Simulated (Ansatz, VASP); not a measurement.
# One calculation of Cd, two programs

Contents of INCAR:

```
ALGO = Normal
EDIFF = 1E-6
ENCUT = 520
ISIF = 2
ISMEAR = -1
LASPH = T
LCHARG = T
LELF = T
LREAL = F
LVHAR = T
LWAVE = F
NBANDS = 12
NELM = 100
PREC = Accurate
SIGMA = 0.1
```

Contents of KPOINTS:

```
k-points
0
Gamma
  12 12 12
```

The input POSCAR:

```
Cd
1.0
    2.8523884956      0.0000000000      0.0000000000
    0.0000000000      2.8523884956      0.0000000000
    0.0000000000      0.0000000000      2.8523884956
Cd
1
Direct
    0.0000000000      0.0000000000      0.0000000000
```

Input for Ansatz:

```yaml
crystal:
  lattice:
    - [2.8523884956, 0.0, 0.0]
    - [0.0, 2.8523884956, 0.0]
    - [0.0, 0.0, 2.8523884956]
  atoms:
    - { symbol: Cd, position: [0.0, 0.0, 0.0] }
hamiltonian:
  xc: lda
  pseudopotentials:
    kind: paw
    azcp:
      Cd: "pseudopotentials/Cd.paw.azcp"
basis:
  ecutwfc: 420
  fft_grid_basis: typed
kpoints:
  mp_grid: { grid: [12, 12, 12], shift: [0, 0, 0] }
magnetization:
  spin_polarized: false
scf:
  occupations: { method: fermi_dirac, width: 0.1 }
  lower_state_search: "off"
output:
  stress: true
```

Alike in both runs: task single point; functional LDA; k mesh 12 × 12 × 12; occupations fermi-dirac, width 0.1 eV; no spin polarisation.

|  | VASP | Ansatz |
| --- | --- | --- |
| version | VASP 6.6.1 | Ansatz 0.2.0 |
| potentials or method | VASP PAW LDA potentials, release 64 (Cd), cutoff 520 eV | plane waves (420 eV) with PAW, scalar-relativistic |
| valence electrons in the cell | 12 | 20 |

VASP gave:

```
pressure (GPa) : 0.6
```

Problem. Estimate Ansatz's values.

Solution. Pressure (GPa): 0.1.

Ansatz warns that its potentials were made for another functional, while VASP's fit it. LDA's correlation is that of Perdew and Zunger in VASP and of Perdew and Wang (1992) in Ansatz. VASP's potentials hold 12 valence electrons a cell and Ansatz's 20, so a difference there can come from the potentials and not from the codes.
